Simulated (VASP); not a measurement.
# Os (Pm-3m) in VASP: a series of runs, part 3 of 3

VASP 6.6.1. Earlier steps stand in the parts before.

## 6. Relaxation of cell and atoms, RPBE

This run uses another cell than the first one, of 15.11 Å³/atom, 0.826 times its volume.

Input file INCAR:

```
SYSTEM = Os
ALGO = Normal
EDIFF = 1E-7
EDIFFG = -0.01
ENCUT = 600
GGA = RP
GGA_COMPAT = .False.
IBRION = 2
ISIF = 3
ISMEAR = -1
LASPH = .True.
LCHARG = .False.
LREAL = .False.
LWAVE = .False.
NELM = 120
NELMIN = 4
NSW = 80
PREC = Accurate
SIGMA = 0.1
```

Input file KPOINTS:

```
k-points
0
Gamma
  13 13 13
  0 0 0
```

Input file POSCAR:

```
Os
1.0
    2.4722656457      0.0000000000      0.0000000000
    0.0000000000      2.4722656457      0.0000000000
    0.0000000000      0.0000000000      2.4722656457
Os
1
Direct
    0.0000000000      0.0000000000      0.0000000000
```

Potentials or basis: VASP PAW PBE potentials, release 64 (Os).

Command:

```sh
$ cat potpaw_PBE.64/Os/POTCAR > POTCAR
$ mpirun -np 1 vasp_std > vasp.out
```

OUTCAR:

```text
SYSTEM = Os
   EDIFF = 1E-7
   EDIFFG = -0.01
   ENCUT = 600
   GGA = RP
   IBRION = 2
   ISIF = 3
   ISMEAR = -1
   LASPH = .True.
   LREAL = .False.
   NELM = 120
   NELMIN = 4
   NSW = 80
   PREC = Accurate

 ion  position               nearest neighbor table
   1  0.000  0.000  0.000-

  LATTYP: Found a simple cubic cell.
 ALAT       =     2.4722656457

  Lattice vectors:

 A1 = (   2.4722656457,   0.0000000000,   0.0000000000)
 A2 = (   0.0000000000,   2.4722656457,   0.0000000000)
 A3 = (   0.0000000000,   0.0000000000,   2.4722656457)

Analysis of symmetry for initial positions (statically):
=====================================================================
 Subroutine PRICEL returns:
 Original cell was already a primitive cell.

 Routine SETGRP: Setting up the symmetry group for a
 simple cubic supercell.

 Subroutine GETGRP returns: Found 48 space group operations
[... 9 lines left out ...]

 Routine SETGRP: Setting up the symmetry group for a
 simple cubic supercell.

 Subroutine GETGRP returns: Found 48 space group operations
[... 11 lines left out ...]
                                     Primitive cell

  volume of cell :      15.1107

  direct lattice vectors                    reciprocal lattice vectors
     2.472265646  0.000000000  0.000000000     0.404487277  0.000000000  0.000000000
     0.000000000  2.472265646  0.000000000     0.000000000  0.404487277  0.000000000
     0.000000000  0.000000000  2.472265646     0.000000000  0.000000000  0.404487277

  length of vectors
     2.472265646  2.472265646  2.472265646     0.404487277  0.404487277  0.404487277

  position of ions in fractional coordinates (direct lattice)
     0.000000000  0.000000000  0.000000000

  ion indices of the primitive-cell ions
   primitive index   ion index
                 1           1

----------------------------------------------------------------------------------------

 KPOINTS: k-points

Automatic generation of k-mesh.
[... 89 lines left out ...]
  Thomas-Fermi vector in A             =   2.453911
   LORBIT       =      0    0 simple, 1 ext, 2 COOP (PROOUT), +10 PAW based schemes
   GGA     = RP    functional components
   LHFCALC =     F    Hartree Fock is set to
   AEXX    =    0.0000 exact exchange contribution
   IVDW    =     0    specifies the selected vdW correction
   LEPSILON=     F    determine dielectric tensor
   LRPA    =     F    only Hartree local field effects (RPA)
 conjugate gradient relaxation of ions
 non-spin polarized calculation
  energy-cutoff  :      600.00
  volume of cell :       15.11
 maximum number of plane-waves:       517
 NGX is ok and might be reduce to    20
   NGX =  9   NGY =  9   NGZ =  9

--------------------------------------- Ionic step        1  -------------------------------------------

 number of electron       8.0000002 magnetization

 Free energy of the ion-electron system (eV)
  ---------------------------------------------------
  ext. energy  EPLUGINS =         0.00000000
  ---------------------------------------------------
  free energy    TOTEN  =        -8.94105117 eV

  energy without entropy =       -8.90208526  energy(sigma->0) =       -8.92156822

------------------------ aborting loop because EDIFF is reached ----------------------------------------

  FORCE on cell =-STRESS in cart. coord.  units (eV):
  Direction    XX          YY          ZZ          XY          YZ          ZX
  --------------------------------------------------------------------------------------
  -------------------------------------------------------------------------------------
  Total        3.6428560      3.6428560      3.6428560     -0.0000000      0.0000000      0.0000000
  in kB      386.2488334    386.2488334    386.2488334     -0.0000000      0.0000000      0.0000000
  external PRESSURE =     386.2488334 kB  Pullay stress =       0.0000000 kB
[... 22 lines left out ...]
--------------------------------------- Ionic step        2  -------------------------------------------

 number of electron       8.0000002 magnetization

 E-fermi :   3.0258     XC(G=0): -10.7677

 val. band max:        3.0124117043   @ k =   0.3077   0.0769   0.0000
 cond. band min:       3.0314673606   @ k =   0.3077   0.1538   0.0769
 fundamental gap:      0.0190556562
 Fermi energy:         3.0257545618

 k-point     1 :       0.0000    0.0000    0.0000
  band No.  band energies     occupation
      1      -3.5423      2.00000
      2      -0.4102      2.00000
      3      -0.4102      2.00000
      4       4.1814      0.00002
      5       4.1814      0.00002
      6       4.1814      0.00002
      7      15.9482      0.00000
      8      15.9482      0.00000
[... 357 lines left out ...]
--------------------------------------- Ionic step        5  -------------------------------------------

 number of electron       7.9999999 magnetization

 Free energy of the ion-electron system (eV)
  ---------------------------------------------------
  ext. energy  EPLUGINS =         0.00000000
  ---------------------------------------------------
  free energy    TOTEN  =        -9.13584694 eV

  energy without entropy =       -9.08893616  energy(sigma->0) =       -9.11239155

 E-fermi :   7.1073     XC(G=0): -12.7656

 val. band max:        7.1021944836   @ k =   0.3077   0.1538   0.0000
 cond. band min:       7.1078517829   @ k =   0.3077   0.1538   0.0769
 fundamental gap:      0.0056572994
 Fermi energy:         7.1073057043

 k-point     1 :       0.0000    0.0000    0.0000
  band No.  band energies     occupation
      1      -2.2287      2.00000
      2       1.2613      2.00000
      3       1.2613      2.00000
      4       9.3050      0.00000
      5       9.3050      0.00000
      6       9.3050      0.00000
      7      22.5081      0.00000
      8      22.5081      0.00000
[... 281 lines left out ...]
  FREE ENERGIE OF THE ION-ELECTRON SYSTEM (eV)
  ---------------------------------------------------
  free  energy   TOTEN  =        -9.1358469420 eV

  energy  without entropy=       -9.0889361585  energy(sigma->0) =       -9.11239155

 reached required accuracy - stopping structural energy minimisation
```

OSZICAR:

```text
N       E                     dE             d eps       ncg     rms          rms(c)
DAV:   1     0.377111005726E+02    0.37711E+02   -0.45948E+03  1344   0.104E+03
DAV:   2    -0.827210526610E+01   -0.45983E+02   -0.44906E+02  1384   0.234E+02
DAV:   3    -0.931647541580E+01   -0.10444E+01   -0.10358E+01  1736   0.338E+01
[... 44 lines left out ...]
DAV:   2    -0.913588064983E+01    0.27949E-03   -0.60466E-04  1584   0.240E-01    0.596E-02
DAV:   3    -0.913584395400E+01    0.36696E-04   -0.18918E-04  1864   0.122E-01    0.698E-03
DAV:   4    -0.913584634753E+01   -0.23935E-05   -0.22535E-06  1608   0.108E-02    0.260E-03
DAV:   5    -0.913584695276E+01   -0.60523E-06   -0.45477E-07  1760   0.500E-03    0.870E-04
DAV:   6    -0.913584694204E+01    0.10723E-07   -0.31612E-08   688   0.216E-03
   5 F= -.91358469E+01 E0= -.91123916E+01  d E =-.194796E+00
```

CONTCAR:

```text
Os
   1.00000000000000
     2.5667897471620247   -0.0000000000000000    0.0000000000000000
    -0.0000000000000000    2.5667897471620247    0.0000000000000000
    -0.0000000000000000    0.0000000000000000    2.5667897471620242
  Os
     1
Direct
     0.0000000000000000    0.0000000000000000    0.0000000000000000

  0.00000000E+00  0.00000000E+00  0.00000000E+00
```

It took 22 s on 1 thread of Intel Xeon Platinum 8559C (Emerald Rapids), shared host; peak memory 0.14 GiB.

Results:

| Property | Result |
| --- | --- |
| Free energy | -9.1358 eV |
| Relaxed volume | 16.91 Å³/atom |
| Relaxed cell | a = 2.567 Å, b = 2.567 Å, c = 2.567 Å, α = 90.00°, β = 90.00°, γ = 90.00° |
| Space group after relaxing (to 0.05 Å) | Pm-3m (No. 221) |
| Energy gained by relaxing | 194.8 meV/atom |
| Ionic steps | 5 |
| Pressure after relaxing | 0.0 GPa |
| Band gap on the k mesh | zero (band 4 reaches 11.46 eV, above the bottom of band 5 at 6.18 eV) |

The path:
```tsv
step	energy change (eV)	largest force (eV/Å)	pressure (GPa)	volume (Å³)
1	0.0000	0.0000	38.62	15.11
2	1.1486	0.0000	-38.29	24.56
3	-0.1898	0.0000	-4.77	17.24
4	-0.1947	0.0000	-0.80	16.96
5	-0.1948	0.0000	0.01	16.91
```

Final structure:
```
Os
1.0
     2.56679    0.00000    0.00000
     0.00000    2.56679    0.00000
     0.00000    0.00000    2.56679
Os
1
Direct
  0.00000 0.00000 0.00000
```

Caveat: the PAW data sets were made with another functional, which shifts forces and pressure a little; spin-orbit coupling is left out, which moves the levels of the heavy elements.

## 7. The runs side by side

```tsv
task	cell	k mesh	cutoff (eV)	gap on the mesh (eV)	pressure (GPa)
single point	a = 2.635 Å, 1 atom	14 × 14 × 14	520	none	-16.8
single point	a = 2.667 Å, 1 atom	14 × 14 × 14	520	none	-22.5
single point	a = 2.568 Å, 1 atom	20 × 20 × 20	520	none	-0.5
single point	a = 2.568 Å, 1 atom	13 × 13 × 13	600	none	-0.4
relaxation of cell and atoms	relaxed from a = 2.472 Å, 1 atom	13 × 13 × 13	600	none	0.0
```

Alike in all rows: level RPBE; potentials or basis VASP PAW PBE potentials, release 64 (Os); no spin polarisation; smearing fermi-dirac 0.1 eV.

Caveats: the PAW data sets were made with another functional, which shifts forces and pressure a little; spin-orbit coupling is left out, which moves the levels of the heavy elements.

Total energies depend on the potentials used, so only differences within one code and one set of settings carry meaning.
